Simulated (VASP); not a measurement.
Here is a VASP 6.6.1 calculation.

Contents of INCAR:

```
PREC = Accurate ; ENCUT = 520
EDIFF = 1E-7 ; ISMEAR = -1
SIGMA = 0.03 ; LREAL = False
LASPH = True ; NELM = 60
ALGO = Normal ; ISIF = 2
LWAVE = False ; LCHARG = False
GGA = PS ; NBANDS = 18
```

KPOINTS

```
Automatic mesh
0
Gamma
  7 7 7
```

The input POSCAR:

```
Si2W
1.0
   -1.6069000000      1.6069000000      3.9149500000
    1.6069000000     -1.6069000000      3.9149500000
    1.6069000000      1.6069000000     -3.9149500000
W Si
1 2
Direct
    0.0000000000      0.0000000000      0.0000000000
    0.6653000000      0.6653000000      0.0000000000
    0.3347000000      0.3347000000      0.0000000000
```

Potentials or basis: VASP PAW PBE potentials, release 64 (W_sv, Si).

Command:

```bash
$ cat potpaw_PBE.64/W_sv/POTCAR potpaw_PBE.64/Si/POTCAR > POTCAR
$ mpirun -np 1 vasp_std > vasp.out
```

Task: Predict the band gap on the k mesh.

Result: Zero (band 11 reaches 12.58 eV, above the bottom of band 12 at 11.52 eV).

Task: Predict the largest force.

Result: 0.012 eV/Å.

Task: What does it give for the pressure?

Result: -1.7 GPa.

Stress tensor (GPa, compression positive):
```
-1.70  0.00  0.00
 0.00 -1.70  0.00
 0.00  0.00 -1.56
```

Caveat: the k points lie up to 0.39 Å⁻¹ apart; the PAW data sets were made with another functional, which shifts forces and pressure a little; spin-orbit coupling is left out, which moves the levels of the heavy elements.
